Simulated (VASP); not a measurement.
Set up this calculation in VASP 6.6.1, as the native input.

- Task: single point
- Functional: LDA
- Potentials or basis: VASP PAW LDA potentials, release 64 (Ni)
- Cutoff: 520 eV
- k mesh: 15 × 15 × 8
- Occupations: fermi-dirac, width 0.15 eV
- Spin: collinear spin, ferromagnetic start
- Starting moments: [2.0, 2.0] μB
- Dipole correction: no
- Further INCAR settings: ALGO = Normal; EDIFF = 1e-07; NBANDS = 21

The structure of Ni lies in POSCAR:

```
Ni
1.0
    2.4480229000      0.0000000000      0.0000000000
   -1.2240114500      2.1200500200      0.0000000000
    0.0000000000      0.0000000000      4.0728075700
Ni
2
Direct
    0.3333333333      0.6666666667      0.2500000000
    0.6666666667      0.3333333333      0.7500000000
```

This isn't the form of Ni at room conditions, which is fcc.

These files were run (other wordings do the same):

INCAR

```
SYSTEM = Ni
PREC = Accurate
ENCUT = 520
EDIFF = 1E-7
ISMEAR = -1
SIGMA = 0.15
LREAL = .False.
LASPH = .True.
NELM = 150
ALGO = Normal
ISIF = 2
LWAVE = .False.
LCHARG = .False.
ISPIN = 2
MAGMOM = 2 2
LORBIT = 11
LMAXMIX = 4
NBANDS = 21
```

KPOINTS

```
Automatic mesh
0
Gamma
  15 15 8
  0 0 0
```

Potentials or basis: VASP PAW LDA potentials, release 64 (Ni).

Run with:

```sh
$ cat potpaw_LDA.64/Ni/POTCAR > POTCAR
$ mpirun -np 1 vasp_std > vasp.out
```

Results of the run:

```yaml
Pressure: -10.3 GPa
Net_moment: 1.02 μB per cell
Site_moments: Ni +0.51 μB
Valence_electrons_inside_the_program's_atomic_spheres: Ni 9.38
```

Caveat: the cell stands under tension.

It took 67 s on 1 thread of Intel(R) Xeon(R) 6975P-C (Granite Rapids) (shared host), peak memory 0.19 GiB.
